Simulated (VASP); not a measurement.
Ti2In, 3 atoms in the cell. The structure is tetragonal, space group P4/mmm (No. 123). The conventional cell has a = 2.908 Å, b = 2.908 Å, c = 6.990 Å, α = 90.00°, β = 90.00°, γ = 90.00°. Within 3.5 Å of Ti (site symmetry 4mm) lie 5 Ti at 2.67 to 2.91 Å and 4 In at 2.98 Å. Within 3.8 Å of In (site symmetry 4/mmm) lie 4 In at 2.91 Å and 8 Ti at 2.98 Å. 

```yaml
Program: VASP 6.6.1
Task: single point
Functional: PBE
Potentials_or_basis: VASP PAW PBE potentials, release 64 (Ti_sv, In_d)
Cutoff: 520 eV
k_mesh: 6 × 6 × 4
Occupations: gaussian, width 0.1 eV
Spin: collinear spin, ferromagnetic start
Starting_moments: "[1.0, 1.0, 0.0] μB"
Dipole_correction: no
Further_INCAR_settings: ALGO = Normal; EDIFF = 1e-06; NBANDS = 30
```

Potentials or basis: VASP PAW PBE potentials, release 64 (Ti_sv, In_d).

Command:

```bash
$ cat potpaw_PBE.64/Ti_sv/POTCAR potpaw_PBE.64/In_d/POTCAR > POTCAR
$ mpirun -np 1 vasp_std > vasp.out
```

Hardware: 1 thread of AMD EPYC 7R13 Processor (Zen 3) (shared host).

Q: Estimate the wall time of this run.

A: Wall time 110 s on 1 thread of AMD EPYC 7R13 Processor (Zen 3), with other jobs on the host, peak memory 0.21 GiB. Counts: scf iterations 16, k points 30.
